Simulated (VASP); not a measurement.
# Eu (Im-3m) in VASP: notebook

Runs on Eu. Level: PBE+U. Tasks: single point.

Everything below comes from runs of VASP 6.6.1. Logs are shortened: lines on timing, memory, paths and dates and some standing lists are left out, and cuts for length are marked.

**1. The cell of the first run**

The structure is cubic, space group Im-3m (No. 229). Conventional cell: a = 4.610 Å, b = 4.610 Å, c = 4.610 Å, α = 90.00°, β = 90.00°, γ = 90.00°. Within 5.2 Å of Eu (site symmetry m-3m) lie 14 Eu at 3.99 to 4.61 Å.

**2. Single point, PBE+U, collinear spin, ferromagnetic start**

Input file INCAR:

```
SYSTEM = Eu
PREC = Accurate ; ENCUT = 520
EDIFF = 1E-6 ; ISMEAR = 0
SIGMA = 0.1 ; LREAL = .FALSE.
LASPH = .TRUE. ; NELM = 150
ALGO = Normal ; ISIF = 2
LWAVE = .FALSE. ; LCHARG = .FALSE.
ISPIN = 2 ; MAGMOM = 7
LORBIT = 11 ; LMAXMIX = 6
LDAU = .TRUE. ; LDAUTYPE = 2
LDAUL = 3 ; LDAUU = 6
LDAUJ = 0 ; LDAUPRINT = 1
GGA = PE ; NBANDS = 18
```

Input file KPOINTS:

```
regular mesh
0
G
  6 6 6
  0 0 0
```

Input file POSCAR:

```
Eu
1.0
   -2.3050001490      2.3050001490      2.3050001490
    2.3050001490     -2.3050001490      2.3050001490
    2.3050001490      2.3050001490     -2.3050001490
Eu
1
Direct
    0.0000000000      0.0000000000      0.0000000000
```

Potentials or basis: VASP PAW PBE potentials, release 64 (Eu).

The run is started by

```bash
$ cat potpaw_PBE.64/Eu/POTCAR > POTCAR
$ mpirun -np 1 vasp_std > vasp.out
```

OUTCAR:

```text
SYSTEM = Eu
   PREC = Accurate
   ENCUT = 520
   EDIFF = 1E-6
   ISMEAR = 0
   LREAL = .FALSE.
   LASPH = .TRUE.
   NELM = 150
   ISIF = 2
   ISPIN = 2
   LORBIT = 11
   GGA = PE

 ion  position               nearest neighbor table
   1  0.000  0.000  0.000-

  LATTYP: Found a body centered cubic cell.
 ALAT       =     4.6100002980

  Lattice vectors:

 A1 = (  -2.3050001490,   2.3050001490,   2.3050001490)
 A2 = (   2.3050001490,  -2.3050001490,   2.3050001490)
 A3 = (   2.3050001490,   2.3050001490,  -2.3050001490)

Analysis of symmetry for initial positions (statically):
=====================================================================
 Subroutine PRICEL returns:
 Original cell was already a primitive cell.

 Routine SETGRP: Setting up the symmetry group for a
 body centered cubic supercell.

 Subroutine GETGRP returns: Found 48 space group operations
 (whereof 48 operations were pure point group operations)
 out of a pool of 48 trial point group operations.

The static configuration has the point symmetry O_h .

Analysis of symmetry for dynamics (positions and initial velocities):
=====================================================================
 Subroutine PRICEL returns:
 Original cell was already a primitive cell.

 Routine SETGRP: Setting up the symmetry group for a
 body centered cubic supercell.

 Subroutine GETGRP returns: Found 48 space group operations
 (whereof 48 operations were pure point group operations)
 out of a pool of 48 trial point group operations.

The dynamic configuration has the point symmetry O_h .

Analysis of structural, dynamic, and magnetic symmetry:
=====================================================================
 Subroutine PRICEL returns:
 Original cell was already a primitive cell.

 Routine SETGRP: Setting up the symmetry group for a
 body centered cubic supercell.

 Subroutine GETGRP returns: Found 48 space group operations
 (whereof 48 operations were pure point group operations)
 out of a pool of 48 trial point group operations.

The overall configuration has the point symmetry O_h .

 Subroutine INISYM returns: Found 48 space group operations
 (whereof 48 operations are pure point group operations),
 and found     1 'primitive' translations

----------------------------------------------------------------------------------------

                                     Primitive cell

  volume of cell :      48.9861

  direct lattice vectors                    reciprocal lattice vectors
    -2.305000149  2.305000149  2.305000149     0.000000000  0.216919726  0.216919726
     2.305000149 -2.305000149  2.305000149     0.216919726  0.000000000  0.216919726
     2.305000149  2.305000149 -2.305000149     0.216919726  0.216919726  0.000000000

  length of vectors
     3.992377370  3.992377370  3.992377370     0.306770818  0.306770818  0.306770818

  position of ions in fractional coordinates (direct lattice)
     0.000000000  0.000000000  0.000000000

  ion indices of the primitive-cell ions
   primitive index   ion index
                 1           1

[... 104 lines left out ...]

atom =   1  type =  1  l = 3

 onsite density matrix

spin component  1

  0.9771  0.0000  0.0007 -0.0000  0.0000  0.0000  0.0000
  0.0000  0.9772 -0.0000 -0.0000  0.0000 -0.0000  0.0000
  0.0007 -0.0000  0.9767 -0.0000  0.0000  0.0000 -0.0000
 -0.0000 -0.0000 -0.0000  0.9776 -0.0000  0.0000  0.0000
  0.0000  0.0000  0.0000 -0.0000  0.9767  0.0000 -0.0007
  0.0000 -0.0000  0.0000  0.0000  0.0000  0.9762  0.0000
  0.0000  0.0000 -0.0000  0.0000 -0.0007  0.0000  0.9771

spin component  2

  0.0001 -0.0000  0.0000  0.0000 -0.0000 -0.0000  0.0000
 -0.0000  0.0001  0.0000  0.0000 -0.0000  0.0000 -0.0000
  0.0000  0.0000  0.0001  0.0000 -0.0000 -0.0000  0.0000
  0.0000  0.0000  0.0000  0.0001  0.0000  0.0000 -0.0000
 -0.0000 -0.0000 -0.0000  0.0000  0.0001 -0.0000 -0.0000
 -0.0000  0.0000 -0.0000  0.0000 -0.0000  0.0001 -0.0000
  0.0000 -0.0000  0.0000 -0.0000 -0.0000 -0.0000  0.0001

 occupancies and eigenvectors

  o =  0.0001  v =  0.0000  0.0000  0.0000  0.0000  0.0000  0.0000  0.0000 -0.0010  0.0000  0.0013 -0.0000  0.7906  0.0001  0.6124      0.0000  0.0000  0.0000  0.0000  0.0000  0.0000  0.0000  0.0000  0.0000  0.0000  0.0000  0.0000  0.0000  0.0000
  o =  0.0001  v =  0.0000  0.0000  0.0000  0.0000  0.0000  0.0000  0.0000 -0.6124 -0.0000  0.7906 -0.0000 -0.0013 -0.0001 -0.0010      0.0000  0.0000  0.0000  0.0000  0.0000  0.0000  0.0000  0.0000  0.0000  0.0000  0.0000  0.0000  0.0000  0.0000
  o =  0.0001  v =  0.0000  0.0000  0.0000  0.0000  0.0000  0.0000  0.0000 -0.0001 -0.0000  0.0001 -0.0000 -0.0001  1.0000 -0.0000      0.0000  0.0000  0.0000  0.0000  0.0000  0.0000  0.0000  0.0000  0.0000  0.0000  0.0000  0.0000  0.0000  0.0000
  o =  0.0001  v =  0.0000  0.0000  0.0000  0.0000  0.0000  0.0000  0.0000 -0.0010 -0.0000 -0.0007  0.0004 -0.6124 -0.0000  0.7906      0.0000  0.0000  0.0000  0.0000  0.0000  0.0000  0.0000  0.0000  0.0000  0.0000  0.0000  0.0000  0.0000  0.0000
  o =  0.0001  v =  0.0000  0.0000  0.0000  0.0000  0.0000  0.0000  0.0000  0.7906  0.0000  0.6124 -0.0004 -0.0007 -0.0000  0.0010      0.0000  0.0000  0.0000  0.0000  0.0000  0.0000  0.0000  0.0000  0.0000  0.0000  0.0000  0.0000  0.0000  0.0000
  o =  0.0001  v =  0.0000  0.0000  0.0000  0.0000  0.0000  0.0000  0.0000 -0.0003  0.0000 -0.0003 -1.0000 -0.0002 -0.0000  0.0003      0.0000  0.0000  0.0000  0.0000  0.0000  0.0000  0.0000  0.0000  0.0000  0.0000  0.0000  0.0000  0.0000  0.0000
  o =  0.0001  v =  0.0000  0.0000  0.0000  0.0000  0.0000  0.0000  0.0000 -0.0000  1.0000 -0.0000  0.0000 -0.0000  0.0000  0.0000      0.0000  0.0000  0.0000  0.0000  0.0000  0.0000  0.0000  0.0000  0.0000  0.0000  0.0000  0.0000  0.0000  0.0000
  o =  0.9762  v = -0.0000  0.0000  0.0000 -0.0000 -0.0069  1.0000 -0.0053  0.0000  0.0000  0.0000  0.0000  0.0000  0.0000  0.0000      0.0000  0.0000  0.0000  0.0000  0.0000  0.0000  0.0000  0.0000  0.0000  0.0000  0.0000  0.0000  0.0000  0.0000
  o =  0.9762  v = -0.0081  0.0000  0.0104 -0.0000 -0.7905 -0.0087 -0.6123  0.0000  0.0000  0.0000  0.0000  0.0000  0.0000  0.0000      0.0000  0.0000  0.0000  0.0000  0.0000  0.0000  0.0000  0.0000  0.0000  0.0000  0.0000  0.0000  0.0000  0.0000
  o =  0.9762  v =  0.6123  0.0000 -0.7905 -0.0000 -0.0104 -0.0001 -0.0081  0.0000  0.0000  0.0000  0.0000  0.0000  0.0000  0.0000      0.0000  0.0000  0.0000  0.0000  0.0000  0.0000  0.0000  0.0000  0.0000  0.0000  0.0000  0.0000  0.0000  0.0000
  o =  0.9772  v =  0.0000 -1.0000  0.0000 -0.0000 -0.0000  0.0000 -0.0000  0.0000  0.0000  0.0000  0.0000  0.0000  0.0000  0.0000      0.0000  0.0000  0.0000  0.0000  0.0000  0.0000  0.0000  0.0000  0.0000  0.0000  0.0000  0.0000  0.0000  0.0000
  o =  0.9776  v = -0.0001  0.0000 -0.0000 -0.9994  0.0219 -0.0000 -0.0282  0.0000  0.0000  0.0000  0.0000  0.0000  0.0000  0.0000      0.0000  0.0000  0.0000  0.0000  0.0000  0.0000  0.0000  0.0000  0.0000  0.0000  0.0000  0.0000  0.0000  0.0000
  o =  0.9776  v =  0.7906  0.0000  0.6124 -0.0001 -0.0005  0.0000  0.0007  0.0000  0.0000  0.0000  0.0000  0.0000  0.0000  0.0000      0.0000  0.0000  0.0000  0.0000  0.0000  0.0000  0.0000  0.0000  0.0000  0.0000  0.0000  0.0000  0.0000  0.0000
  o =  0.9776  v = -0.0007 -0.0000 -0.0005 -0.0357 -0.6120 -0.0000  0.7901  0.0000  0.0000  0.0000  0.0000  0.0000  0.0000  0.0000      0.0000  0.0000  0.0000  0.0000  0.0000  0.0000  0.0000  0.0000  0.0000  0.0000  0.0000  0.0000  0.0000  0.0000

 number of electron      17.0000007 magnetization       7.4829620

 Free energy of the ion-electron system (eV)
  ---------------------------------------------------
  ext. energy  EPLUGINS =         0.00000000
  ---------------------------------------------------
  free energy    TOTEN  =       -10.76358790 eV

  energy without entropy =      -10.75581510  energy(sigma->0) =      -10.75970150

 E-fermi :   1.6195     XC(G=0):  -8.1703

 val. band max:        1.5388381590   @ k =  -0.3333   0.3333   0.3333
 cond. band min:       1.6212980351   @ k =   0.5000   0.5000   0.5000
 fundamental gap:      0.0824598761
 Fermi energy:         1.6195300588

 spin component 1

 k-point     1 :       0.0000    0.0000    0.0000
  band No.  band energies     occupation
      1     -39.4617      1.00000
      2     -18.2616      1.00000
      3     -18.2616      1.00000
      4     -18.2616      1.00000
      5      -2.5346      1.00000
      6      -0.4815      1.00000
[... 312 lines left out ...]
      4     -18.4661      1.00000
      5      -0.4878      1.00000
      6      -0.4499      1.00000
[... 10 lines left out ...]
     17       6.4945      0.00000
     18       6.4945      0.00000
 Fermi energy:         1.6195300588

 spin component 2

 k-point     1 :       0.0000    0.0000    0.0000
  band No.  band energies     occupation
      1     -36.2533      1.00000
      2     -15.8868      1.00000
      3     -15.8868      1.00000
      4     -15.8868      1.00000
      5      -1.8166      1.00000
      6       4.4098      0.00000
[... 313 lines left out ...]
      5       1.6213      0.49003
      6       1.6213      0.49003
[... 10 lines left out ...]
     17      10.4631      0.00000
     18      10.4634      0.00000

------------------------ aborting loop because EDIFF is reached ----------------------------------------

  FORCE on cell =-STRESS in cart. coord.  units (eV):
  Direction    XX          YY          ZZ          XY          YZ          ZX
  --------------------------------------------------------------------------------------
  -------------------------------------------------------------------------------------
  Total       -0.0996121     -0.0996121     -0.0996121      0.0000000     -0.0000000     -0.0000000
  in kB       -3.2579910     -3.2579910     -3.2579910      0.0000000     -0.0000000     -0.0000000
  external PRESSURE =      -3.2579910 kB  Pullay stress =       0.0000000 kB

 VOLUME and BASIS-vectors are now :
 -----------------------------------------------------------------------------
  energy-cutoff  :      520.00
  volume of cell :       48.99
      direct lattice vectors                 reciprocal lattice vectors
    -2.305000149  2.305000149  2.305000149     0.000000000  0.216919726  0.216919726
     2.305000149 -2.305000149  2.305000149     0.216919726  0.000000000  0.216919726
     2.305000149  2.305000149 -2.305000149     0.216919726  0.216919726  0.000000000

 POSITION                                       TOTAL-FORCE (eV/Angst)
 -----------------------------------------------------------------------------------
      0.00000      0.00000      0.00000        -0.000000      0.000000     -0.000000
 -----------------------------------------------------------------------------------
    total drift:                               -0.000000     -0.000000      0.000000

  FREE ENERGIE OF THE ION-ELECTRON SYSTEM (eV)
  ---------------------------------------------------
  free  energy   TOTEN  =       -10.7635878970 eV

  energy  without entropy=      -10.7558151013  energy(sigma->0) =      -10.75970150

 total charge

# of ion       s       p       d       f       tot
--------------------------------------------------
    1        2.077   5.741   0.202   6.832  14.852

 magnetization (x)

# of ion       s       p       d       f       tot
--------------------------------------------------
    1       -0.005  -0.101   0.112   6.832   6.838
```

Run time: 48 s. Hardware: 1 thread of Intel Xeon 6975P-C, shared host; peak memory 0.2 GiB.

Results:

```
Free energy                                           : -10.7636 eV
Pressure                                              : -0.3 GPa
Net moment                                            : 7.48 μB per cell
Site moments                                          : Eu +6.84 μB
Valence electrons inside the program's atomic spheres : Eu 14.85
```

Levels at points of the mesh, in eV from the Fermi level:
Spin up:
```csv
k point,band 8,band 9,band 10,band 11,band 12,band 13,band 14,band 15,band 16,band 17
"(0.00, 0.00, 0.00)",-2.10,-2.00,-2.00,-2.00,-1.96,1.88,1.88,1.88,3.32,3.32
"(0.50, 0.00, 0.00)",-2.01,-2.00,-2.00,-1.98,-1.53,0.41,0.63,3.20,3.88,5.35
"(0.50, 0.50, 0.50)",-2.07,-1.98,-1.98,-1.98,-0.82,-0.82,4.21,4.21,4.21,4.87
```
Spin down:
| k point | band 2 | band 3 | band 4 | band 5 | band 6 | band 7 | band 8 | band 9 |
| --- | --- | --- | --- | --- | --- | --- | --- | --- |
| (0.00, 0.00, 0.00) | -17.51 | -17.51 | -17.51 | -3.44 | 2.79 | 2.79 | 2.79 | 4.47 |
| (0.50, 0.00, 0.00) | -17.88 | -17.63 | -17.51 | -0.78 | 1.21 | 1.44 | 4.28 | 5.09 |
| (0.50, 0.50, 0.50) | -17.77 | -17.77 | -17.77 | 0.00 | 0.00 | 4.75 | 4.75 | 4.75 |

Eigenvalues of the final occupation matrices:
```
    site  spin  trace                         eigenvalues
site 1 f     1   6.84  0.98 0.98 0.98 0.98 0.98 0.98 0.98
site 1 f     2   0.00  0.00 0.00 0.00 0.00 0.00 0.00 0.00
```

Caveat: spin-orbit coupling is left out, which moves the levels of the heavy elements. The state reached can hang on the start; a lower one may exist.

(Part 1 of 2 ends here.)
